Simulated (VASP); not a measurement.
# Ba (P6_3/mmc) in VASP: further runs, part 2 of 2

VASP 6.6.1. The steps go on from the part before.

### 3 Single point, PBEsol

This run uses another cell than the first one, of 52.26 Å³/atom.

INCAR

```
SYSTEM = Ba
PREC = Accurate
ENCUT = 520
EDIFF = 1E-7
ISMEAR = -1
SIGMA = 0.08
LREAL = .False.
LASPH = .True.
NELM = 60
ALGO = Normal
ISIF = 2
LWAVE = .False.
LCHARG = .False.
GGA = PS
NBANDS = 17
```

KPOINTS

```
Automatic mesh
0
Gamma
  10 10 6
  0 0 0
```

POSCAR

```
Ba
1.0
    4.2079870595      0.0000000000      0.0000000000
   -2.1039935297      3.6442236923      0.0000000000
    0.0000000000      0.0000000000      6.8160326717
Ba
2
Direct
    0.3333333333      0.6666666667      0.2500000000
    0.6666666667      0.3333333333      0.7500000000
```

Potentials or basis: VASP PAW PBE potentials, release 64 (Ba_sv).

Launch:

```sh
> cat potpaw_PBE.64/Ba_sv/POTCAR > POTCAR
> mpirun -np 1 vasp_std > vasp.out
```

OUTCAR:

```text
SYSTEM = Ba
   PREC = Accurate
   ENCUT = 520
   EDIFF = 1E-7
   ISMEAR = -1
   LREAL = .False.
   LASPH = .True.
   NELM = 60
   ISIF = 2
   GGA = PS

 ion  position               nearest neighbor table
   1  0.333  0.667  0.250-   2 4.19   2 4.19   2 4.19   2 4.19   2 4.19   2 4.19
   2  0.667  0.333  0.750-   1 4.19   1 4.19   1 4.19   1 4.19   1 4.19   1 4.19

  LATTYP: Found a hexagonal cell.
 ALAT       =     4.2079870595
 C/A-ratio  =     1.6197846085

  Lattice vectors:

 A1 = (   4.2079870595,   0.0000000000,   0.0000000000)
 A2 = (  -2.1039935297,   3.6442236923,   0.0000000000)
 A3 = (   0.0000000000,   0.0000000000,   6.8160326717)

Analysis of symmetry for initial positions (statically):
=====================================================================
 Subroutine PRICEL returns:
 Original cell was already a primitive cell.

 Routine SETGRP: Setting up the symmetry group for a
 hexagonal supercell.

 Subroutine GETGRP returns: Found 24 space group operations
 (whereof 12 operations were pure point group operations)
 out of a pool of 24 trial point group operations.

[... 163 lines left out ...]

 E-fermi :   2.2115     XC(G=0):  -8.1390

 val. band max:        2.2061778845   @ k =   0.3000   0.1000   0.0000
 cond. band min:       2.2263161803   @ k =   0.4000   0.2000   0.1667
 fundamental gap:      0.0201382957
 Fermi energy:         2.2114759005

 k-point     1 :       0.0000    0.0000    0.0000
  band No.  band energies     occupation
      1     -26.3576      2.00000
      2     -26.2638      2.00000
      3     -11.9853      2.00000
      4     -11.2583      2.00000
      5     -11.2583      2.00000
      6     -11.1469      2.00000
[... 457 lines left out ...]
      4     -11.7718      2.00000
      5     -11.5640      2.00000
      6     -11.4540      2.00000
[... 9 lines left out ...]
     16       6.6257      0.00000
     17       6.9729      0.00000

 [... further k-points ...]

------------------------ aborting loop because EDIFF is reached ----------------------------------------

  FORCE on cell =-STRESS in cart. coord.  units (eV):
  Direction    XX          YY          ZZ          XY          YZ          ZX
  --------------------------------------------------------------------------------------
  -------------------------------------------------------------------------------------
  Total        0.7367070      0.7367070      0.7380044      0.0000000      0.0000000      0.0000000
  in kB       11.2926096     11.2926096     11.3124969      0.0000000      0.0000000      0.0000000
  external PRESSURE =      11.2992387 kB  Pullay stress =       0.0000000 kB

 VOLUME and BASIS-vectors are now :
 -----------------------------------------------------------------------------
  energy-cutoff  :      520.00
  volume of cell :      104.52
      direct lattice vectors                 reciprocal lattice vectors
     4.207987059  0.000000000  0.000000000     0.237643316  0.137203433  0.000000000
    -2.103993530  3.644223692  0.000000000     0.000000000  0.274406865  0.000000000
     0.000000000  0.000000000  6.816032672     0.000000000  0.000000000  0.146712912

 POSITION                                       TOTAL-FORCE (eV/Angst)
 -----------------------------------------------------------------------------------
     -0.00000      2.42948      1.70401        -0.000000     -0.000000      0.000000
      2.10399      1.21474      5.11202         0.000000      0.000000      0.000000
 -----------------------------------------------------------------------------------
    total drift:                               -0.000000      0.000000     -0.000000

  FREE ENERGIE OF THE ION-ELECTRON SYSTEM (eV)
  ---------------------------------------------------
  free  energy   TOTEN  =        -4.2636210299 eV

  energy  without entropy=       -4.2015260051  energy(sigma->0) =       -4.23257352
```

OSZICAR:

```text
N       E                     dE             d eps       ncg     rms          rms(c)
DAV:   1     0.139608802415E+03    0.13961E+03   -0.86330E+03  1904   0.989E+02
DAV:   2     0.462413226369E+01   -0.13498E+03   -0.13169E+03  2787   0.195E+02
DAV:   3    -0.397171084413E+01   -0.85958E+01   -0.85344E+01  2565   0.528E+01
DAV:   4    -0.428071108861E+01   -0.30900E+00   -0.30880E+00  2843   0.711E+00
DAV:   5    -0.428318482504E+01   -0.24737E-02   -0.24735E-02  2540   0.686E-01    0.302E+00
DAV:   6    -0.427048967425E+01    0.12695E-01   -0.11696E-02  2539   0.828E-01    0.175E+00
DAV:   7    -0.426350566098E+01    0.69840E-02   -0.19795E-02  2753   0.105E+00    0.734E-02
DAV:   8    -0.426361786539E+01   -0.11220E-03   -0.64901E-04  2595   0.133E-01    0.240E-02
DAV:   9    -0.426362559014E+01   -0.77248E-05   -0.87782E-06  2520   0.192E-02    0.564E-03
DAV:  10    -0.426362111276E+01    0.44774E-05   -0.26399E-06  2516   0.965E-03    0.208E-03
DAV:  11    -0.426362102994E+01    0.82815E-07   -0.66103E-08  1827   0.190E-03
   1 F= -.42636210E+01 E0= -.42325735E+01  d E =-.620950E-01
```

It took 29 s on 1 thread of Intel Xeon 6975P-C (Granite Rapids), shared host; peak memory 0.26 GiB.

What came out:

| Quantity | Value |
| --- | --- |
| Free energy | -4.2636 eV |
| Pressure | 1.1 GPa |
| Band gap on the k mesh | zero (bands 10 and 11 overlap by 0.44 eV) |

Levels at points of the mesh, in eV from the Fermi level:
| k point | band 6 | band 7 | band 8 | band 9 | band 10 | band 11 | band 12 | band 13 | band 14 | band 15 |
| --- | --- | --- | --- | --- | --- | --- | --- | --- | --- | --- |
| (0.00, 0.00, 0.00) | -13.36 | -13.36 | -13.35 | -2.84 | -1.06 | 1.77 | 1.92 | 1.92 | 1.97 | 2.46 |
| (0.50, 0.00, 0.00) | -13.66 | -13.55 | -13.46 | -0.69 | -0.63 | -0.33 | 1.05 | 1.73 | 1.75 | 2.29 |
| (0.00, 0.00, 0.50) | -13.41 | -13.41 | -13.41 | -1.70 | -1.70 | 1.20 | 1.20 | 1.89 | 1.89 | 1.89 |
| (0.50, 0.00, 0.50) | -13.57 | -13.56 | -13.56 | -0.90 | -0.90 | 0.44 | 0.44 | 2.16 | 2.16 | 2.96 |

Caveat: the PAW data sets were made with another functional, which shifts forces and pressure a little; spin-orbit coupling is left out, which moves the levels of the heavy elements.

### 4 Relaxation of shape and atoms at fixed volume, PBEsol

INCAR

```
SYSTEM = Ba
PREC = Accurate ; ENCUT = 600
EDIFF = 1E-6 ; ISMEAR = -1
SIGMA = 0.08 ; LREAL = .False.
LASPH = .True. ; NELM = 80
ALGO = Normal ; ISIF = 4
LWAVE = .False. ; LCHARG = .False.
GGA = PS ; IBRION = 2
NSW = 50 ; EDIFFG = -0.005
```

KPOINTS is that of step 3.

POSCAR

```
Ba
1.0
    4.0362046567      0.0000000000      0.0000000000
   -2.0181023284      3.4954557676      0.0000000000
    0.0000000000      0.0000000000      6.5853911238
Ba
2
Direct
    0.3333333333      0.6666666667      0.2500000000
    0.6666666667      0.3333333333      0.7500000000
```

Launch:

```sh
> cat potpaw_PBE.64/Ba_sv/POTCAR > POTCAR
> mpirun -np 1 vasp_std > vasp.out
```

Run time: 2.9 min. Hardware: 1 thread of AMD EPYC 7R13 (Zen 3), shared host; peak memory 0.24 GiB.

The run converged. Its results:

* Free energy: -4.1303 eV
* Energy gained by relaxing: 1.2 meV/atom
* Ionic steps: 3
* Pressure after relaxing: 2.6 GPa
* Band gap on the k mesh: zero (bands 10 and 11 overlap by 0.66 eV)

The path:
```tsv
step	energy change (eV)	largest force (eV/Å)	pressure (GPa)	volume (Å³)
1	0.0000	0.0000	2.69	92.91
2	-0.0013	0.0000	2.67	92.91
3	-0.0024	0.0000	2.63	92.91
```

Final structure:
```yaml
crystal:
  lattice:
    - [4.06671, 0.00000, 0.00000]
    - [-2.03335, 3.52187, 0.00000]
    - [0.00000, 0.00000, 6.48698]
  atoms:
    - { symbol: Ba, position: [0.33333, 0.66667, 0.25000] }
    - { symbol: Ba, position: [0.66667, 0.33333, 0.75000] }
```

Levels at points of the mesh, in eV from the Fermi level:
| k point | band 7 | band 8 | band 9 | band 10 | band 11 | band 12 | band 13 | band 14 |
| --- | --- | --- | --- | --- | --- | --- | --- | --- |
| (0.00, 0.00, 0.00) | -13.10 | -13.07 | -2.83 | -1.15 | 1.97 | 1.97 | 2.16 | 2.39 |
| (0.50, 0.00, 0.00) | -13.38 | -13.23 | -0.83 | -0.66 | -0.43 | 1.41 | 1.74 | 2.04 |
| (0.00, 0.00, 0.50) | -13.18 | -13.18 | -1.55 | -1.55 | 1.35 | 1.35 | 1.93 | 1.93 |
| (0.50, 0.00, 0.50) | -13.38 | -13.38 | -1.01 | -1.01 | 0.40 | 0.40 | 2.66 | 2.66 |

Caveat: the PAW data sets were made with another functional, which shifts forces and pressure a little; spin-orbit coupling is left out, which moves the levels of the heavy elements.

### 5 Summary

```tsv
task	cell	cutoff (eV)	gap on the mesh (eV)	pressure (GPa)
single point	a = 4.067, b = 4.067, c = 6.485 Å, angles 90.0, 90.0, 120.0°, 2 atoms	520	none	2.6
single point	a = 4.208, b = 4.208, c = 6.816 Å, angles 90.0, 90.0, 120.0°, 2 atoms	520	none	1.1
relaxation of shape and atoms at fixed volume	relaxed from a = 4.036, b = 4.036, c = 6.585 Å, angles 90.0, 90.0, 120.0°, 2 atoms	600	none	2.6
```

Alike in all rows: level PBEsol; potentials or basis VASP PAW PBE potentials, release 64 (Ba_sv); no spin polarisation; k mesh 10 × 10 × 6; smearing fermi-dirac 0.08 eV.

Caveats: the PAW data sets were made with another functional, which shifts forces and pressure a little; spin-orbit coupling is left out, which moves the levels of the heavy elements.

Absolute energies hang on the potentials; compare differences alone.

The gap in the log of VASP goes by the Fermi energy; the results here count the filled bands.